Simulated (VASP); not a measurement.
Wanted: the native input for a VASP 6.6.1 run.

```yaml
Task: single point
Functional: PBEsol
Potentials_or_basis: VASP PAW PBE potentials, release 64 (Nb_sv)
Cutoff: 520 eV
k_mesh: 18 × 18 × 18
Occupations: gaussian, width 0.1 eV
Spin: no spin polarisation
Dipole_correction: no
Further_INCAR_settings: ALGO = Normal; EDIFF = 1e-06; NBANDS = 12
```

The structure of Nb lies in POSCAR:

```
Nb
1.0
   -1.6524235183      1.6524235183      1.6524235183
    1.6524235183     -1.6524235183      1.6524235183
    1.6524235183      1.6524235183     -1.6524235183
Nb
1
Direct
    0.0000000000      0.0000000000      0.0000000000
```

One way to write it, as run:

INCAR

```
PREC = Accurate ; ENCUT = 520
EDIFF = 1E-6 ; ISMEAR = 0
SIGMA = 0.1 ; LREAL = False
LASPH = True ; NELM = 60
ALGO = Normal ; ISIF = 2
LWAVE = False ; LCHARG = False
GGA = PS ; NBANDS = 12
```

KPOINTS

```
Automatic mesh
0
Gamma
  18 18 18
```

Potentials or basis: VASP PAW PBE potentials, release 64 (Nb_sv).

Command:

```bash
$ cat potpaw_PBE.64/Nb_sv/POTCAR > POTCAR
$ mpirun -np 1 vasp_std > vasp.out
```

It gave:

| Quantity | Value |
| --- | --- |
| Pressure | -5.3 GPa |
| Band gap on the k mesh | zero (an odd number of electrons rules out a gap without spin polarisation) |

Caveat: the cell stands under tension; the PAW data sets were made with another functional, which shifts forces and pressure a little.

Wall time 54 s on 1 thread of Intel Xeon 8259CL, with other jobs on the host, peak memory 0.17 GiB.
